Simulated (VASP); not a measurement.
## CdS: single point with LDA

The system is CdS.

```
Cd S
1.0
     4.26117    0.02131    0.00000
    -2.11213    3.67963    0.00000
     0.00000    0.00000    5.80417
Cd S
1 1
Direct
  0.00000 0.00000 0.44269
  0.66667 0.33333 0.43431
```

- Program: VASP 6.6.1
- Task: single point
- Functional: LDA
- Potentials or basis: VASP PAW LDA potentials, release 64 (Cd, S)
- Cutoff: 520 eV
- k mesh: 6 × 6 × 4
- Occupations: fermi-dirac, width 0.02 eV
- Spin: no spin polarisation
- Dipole correction: no
- Further INCAR settings: ALGO = Normal; EDIFF = 1e-06; NBANDS = 16

- Pressure: -2.3 GPa
- Largest force: 0.076 eV/Å
- Band gap on the k mesh: 1.27 eV, indirect (the least direct gap lies 4.4 meV higher)

Forces on the atoms (eV/Å):
```
Cd   0.073 -0.001 -0.023
S   -0.073  0.001  0.023
```

Stress tensor (GPa, compression positive):
```
-3.34 -0.32  0.01
-0.32 -3.34  0.00
 0.01  0.00 -0.11
```

Levels at points of the mesh, in eV from the valence-band top:
```tsv
k point	band 7	band 8	band 9	band 10	band 11	band 12
(0.00, 0.00, 0.00)	-1.06	-0.03	0.00	1.27	5.48	6.73
(0.50, 0.00, 0.00)	-3.67	-1.30	-0.14	3.57	4.98	6.59
(0.00, 0.50, 0.00)	-3.67	-1.33	-0.13	3.52	4.99	6.62
(0.50, 0.50, 0.00)	-3.67	-1.37	-0.12	3.47	5.00	6.65
(0.00, 0.00, 0.50)	-1.28	-0.03	0.00	1.54	4.94	6.78
(0.50, 0.00, 0.50)	-3.64	-1.29	-0.26	3.73	4.09	7.63
(0.00, 0.50, 0.50)	-3.64	-1.33	-0.25	3.68	4.11	7.63
(0.50, 0.50, 0.50)	-3.64	-1.36	-0.24	3.63	4.12	7.63
```

Run time: 2.2 min on 1 thread of AMD EPYC 7R43 64-Core Processor (Zen 3), with other jobs on the host, peak memory 0.21 GiB.

A k mesh can miss the band edges. Expect the measured gap to be larger: semilocal functionals such as LDA lack the derivative discontinuity.
